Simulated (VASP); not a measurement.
**TaN: single point with PBE**

The system is TaN.

```
CELL_PARAMETERS angstrom
0.00000 2.14955 2.14955
2.14955 0.00000 2.14955
2.14955 2.14955 0.00000
ATOMIC_POSITIONS crystal
Ta 0.50000 0.50000 0.50000
N 0.00000 0.00000 0.00000
```

This cell differs from its parent crystal: volume scaled by 0.96.

| Property | Result |
| --- | --- |
| Program | VASP 6.6.1 |
| Task | single point |
| Functional | PBE |
| Potentials or basis | VASP PAW PBE potentials, release 64 (Ta_pv, N) |
| Cutoff | 520 eV |
| k mesh | 9 × 9 × 9 |
| Occupations | fermi-dirac, width 0.02 eV |
| Spin | no spin polarisation |

```yaml
Pressure: 33.2 GPa
Band_gap_on_the_k_mesh: zero (band 8 reaches 12.05 eV, above the bottom of band 9 at 8.03 eV)
```

Levels at points of the mesh, in eV from the Fermi level:
| k point | band 6 | band 7 | band 8 | band 9 | band 10 | band 11 |
| --- | --- | --- | --- | --- | --- | --- |
| (0.00, 0.00, 0.00) | -3.92 | -3.92 | -2.20 | -2.20 | -2.20 | 0.18 |

Run time: 4.6 s on 1 thread of Intel(R) Xeon(R) 6975P-C (Granite Rapids), on a shared host, peak memory 0.14 GiB.

Caveat: spin-orbit coupling is left out, which moves the levels of the heavy elements.
